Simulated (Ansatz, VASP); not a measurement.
# Ag in VASP and in Ansatz

INCAR

```
PREC = Accurate
ENCUT = 520
EDIFF = 1E-7
ISMEAR = 0
SIGMA = 0.15
LREAL = False
LASPH = True
NELM = 60
ALGO = Fast
ISIF = 2
LWAVE = False
LCHARG = False
GGA = PS
NBANDS = 12
```

KPOINTS

```
Automatic mesh
0
Gamma
  20 20 20
```

POSCAR

```
Ag
1.0
    0.0000000000      2.0737465000      2.0431000000
    2.0737465000      0.0000000000      2.0431000000
    2.0737465000      2.0737465000      0.0000000000
Ag
1
Direct
    0.0000000000      0.0000000000      0.0000000000
```

Input for Ansatz:

```yaml
crystal:
  lattice:
    - [0.0, 2.0737465, 2.0431]
    - [2.0737465, 0.0, 2.0431]
    - [2.0737465, 2.0737465, 0.0]
  atoms:
    - { symbol: Ag, position: [0.0, 0.0, 0.0] }
basis:
  ecutwfc: 420
kpoints:
  mp_grid: { grid: [20, 20, 20] }
hamiltonian:
  xc: pbesol
scf:
  occupations: { method: gaussian, width: 0.15 }
output:
  forces: true
  stress: true
  eigenvalues: true
```

Change from the starting cell: strain +0.015 along x and y, +0.000 along z, atoms carried along.

Alike in both runs: task single point; functional PBEsol; k mesh 20 × 20 × 20; occupations gaussian, width 0.15 eV; no spin polarisation.

```csv
,VASP,Ansatz
version,VASP 6.6.1,Ansatz 0.2.0
potentials or method,"VASP PAW PBE potentials, release 64 (Ag), cutoff 520 eV","scalar-relativistic, plane waves, PAW"
valence electrons in the cell,11,19
```

VASP gave:

* gap on the k mesh at the Fermi level (eV): none
* pressure (GPa): -5.6
* traceless stress, the component that is largest in VASP (GPa): 0.32

**Question.** Which values does Ansatz return?

**Answer.** gap on the k mesh at the Fermi level (eV): none; pressure (GPa): -5.5; traceless stress, the component that is largest in VASP (GPa): 0.32.

VASP's potentials were made for PBE, not for PBEsol. A gap of «none» marks a metal or a gap that the smearing closes. VASP's potentials hold 11 valence electrons a cell and Ansatz's 19, so a difference there can come from the potentials and not from the codes.
